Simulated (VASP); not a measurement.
Here is a VASP 6.6.1 calculation.

INCAR

```
SYSTEM = OsCl3
PREC = Accurate
ENCUT = 520
EDIFF = 1E-6
ISMEAR = 0
SIGMA = 0.05
LREAL = .False.
LASPH = .True.
NELM = 150
ALGO = Normal
ISIF = 2
LWAVE = .False.
LCHARG = .False.
ISPIN = 2
MAGMOM = 1.83 0.1 0.1 0.11
LORBIT = 11
LMAXMIX = 4
LDAU = .True.
LDAUTYPE = 2
LDAUL = 2 -1
LDAUU = 2 0
LDAUJ = 0 0
LDAUPRINT = 1
GGA = PE
NBANDS = 26
```

The input KPOINTS:

```
regular mesh
0
Gamma
  4 4 4
  0 0 0
```

The input POSCAR:

```
OsCl3
1.0
    4.8586906495      0.0000000000      0.0000000000
    0.0000000000      4.8586906495      0.0000000000
    0.0000000000      0.0000000000      4.8586906495
Os Cl
1 3
Direct
    0.0000000000      0.0000000000      0.0000000000
    0.5000000000      0.0000000000      0.0000000000
    0.0000000000      0.0000000000      0.5000000000
    0.0000000000      0.5000000000      0.0000000000
```

Potentials or basis: VASP PAW PBE potentials, release 64 (Os, Cl).

Run with:

```bash
$ cat potpaw_PBE.64/Os/POTCAR potpaw_PBE.64/Cl/POTCAR > POTCAR
$ mpirun -np 1 vasp_std > vasp.out
```

**Question.** What does it give for the pressure?

**Answer.** -1.7 GPa.

**Question.** What does it give for the site moments?

**Answer.** Os +2.25; Cl +0.09 μB.

Eigenvalues of the final occupation matrices:
```
    site  spin  trace               eigenvalues
site 1 d     1   4.12  0.62 0.62 0.96 0.96 0.96
site 1 d     2   1.93  0.33 0.33 0.42 0.42 0.42
```

Caveat: spin-orbit coupling is left out, which moves the levels of the heavy elements.
